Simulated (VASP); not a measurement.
Crystal: K2S.

```
K S
1.0
     0.00000    3.70272    3.70272
     3.70272    0.00000    3.70272
     3.70272    3.70272    0.00000
K S
2 1
Direct
  0.25000 0.25000 0.25000
  0.75000 0.75000 0.75000
  0.00000 0.00000 0.00000
```

Base run:

| Item | Value |
| --- | --- |
| Program | VASP 6.6.1 |
| Functional | r2SCAN |
| Potentials or basis | VASP PAW PBE potentials, release 64 (K_sv, S) |
| Cutoff | 550 eV |
| k mesh | 6 × 6 × 6 |
| Occupations | gaussian, width 0.01 eV |
| Spin | no spin polarisation |

Its results: band gap on the k mesh 2.76 eV, indirect (least direct gap 2.95 eV); pressure 0.0 GPa.

Q: The run is repeated on the same cell with these changes: functional from r2SCAN to PBE; cutoff from 550 eV to 500 eV. What comes out?

A: Band gap on the k mesh 2.38 eV, indirect (least direct gap 2.57 eV); pressure 0.5 GPa.

r2SCAN gives the wider gap, since meta-GGAs in the generalised Kohn-Sham scheme recover part of the derivative discontinuity.

Caveats: the PAW data sets were made with another functional, which shifts forces and pressure a little (some runs).

A k mesh can miss the band edges.
